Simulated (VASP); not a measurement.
The system is Mg.

```xyz
2
Lattice="3.1659 0.0000 0.0000 -1.5830 2.7418 0.0000 0.0000 0.0000 5.1399" Properties=species:S:1:pos:R:3 pbc="T T T"
Mg    1.5830    0.9139    3.8549
Mg    0.0000    1.8278    1.2850
```

Base run:

- Program: VASP 6.6.1
- Functional: revPBE
- Dispersion: D4
- Potentials or basis: VASP PAW PBE potentials, release 64 (Mg)
- Cutoff: 520 eV
- k mesh: 10 × 10 × 5
- Occupations: fermi-dirac, width 0.05 eV
- Spin: no spin polarisation

Its results: band gap on the k mesh zero (band 2 reaches 3.51 eV, above the bottom of band 3 at 1.66 eV); pressure 1.1 GPa.

Q: The run is repeated on the same cell with these changes: functional from revPBE to r2SCAN. What comes out?

A: Band gap on the k mesh zero (band 2 reaches 3.41 eV, above the bottom of band 3 at 1.60 eV); pressure 0.1 GPa.

Caveats: the PAW data sets were made with another functional, which shifts forces and pressure a little; pairwise dispersion overbinds metals, which lowers pressure and volume.
